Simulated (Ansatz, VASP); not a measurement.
SrO in VASP and in Ansatz

Contents of INCAR:

```
SYSTEM = SrO
ALGO = Normal
EDIFF = 1E-7
ENCUT = 520
GGA = PE
ISIF = 2
ISMEAR = 0
LASPH = .TRUE.
LCHARG = .FALSE.
LREAL = .FALSE.
LWAVE = .FALSE.
NBANDS = 15
NELM = 80
PREC = Accurate
SIGMA = 0.02
```

File KPOINTS:

```
k-points
0
G
  8 8 8
  0 0 0
```

File POSCAR:

```
SrO
1.0
    0.0000000000      2.5698000000      2.5698000000
    2.5698000000      0.0000000000      2.5698000000
    2.5698000000      2.5698000000      0.0000000000
Sr O
1 1
Direct
   -0.0627714219      0.0164604249      0.0576698576
    0.5000000000      0.5000000000      0.5000000000
```

Input for Ansatz:

```yaml
crystal:
  lattice:
    - [0.0, 2.5698, 2.5698]
    - [2.5698, 0.0, 2.5698]
    - [2.5698, 2.5698, 0.0]
  atoms:
    - { symbol: Sr, position: [-0.0627714219, 0.0164604249, 0.0576698576] }
    - { symbol: O, position: [0.5, 0.5, 0.5] }
basis:
  ecutwfc: 420
kpoints:
  mp_grid: { grid: [8, 8, 8] }
hamiltonian:
  xc: pbe
scf:
  occupations: { method: gaussian, width: 0.02 }
output:
  forces: true
  stress: true
  eigenvalues: true
  populations: true
```

Change from the starting cell: one atom moved.

Alike in both runs: task single point; functional PBE; k mesh 8 × 8 × 8; occupations gaussian, width 0.02 eV; no spin polarisation.

|  | VASP | Ansatz |
| --- | --- | --- |
| version | VASP 6.6.1 | Ansatz 0.2.0 |
| potentials or method | VASP PAW PBE potentials, release 64 (Sr_sv, O), cutoff 520 eV | scalar-relativistic, plane waves, PAW |
| valence electrons in the cell | 16 | 16 |

|  | VASP | Ansatz | Ansatz less VASP |
| --- | --- | --- | --- |
| gap on the k mesh at the Fermi level (eV) | 3.49 | 3.52 | +0.035 |
| least direct gap on the mesh (eV) | 3.50 | 3.53 | +0.035 |
| pressure (GPa) | 4.9 | 4.3 | -0.65 |
| traceless stress, the component that is largest in VASP (GPa) | 2.29 | 2.16 | -0.131 |
| rms of the force components (eV/Å) | 0.359 | 0.338 | -0.0216 |

Atom by atom the forces differ by 0.022 eV/Å (rms over components). The functional is the same, so the differences come from potentials, cutoffs and numerics.
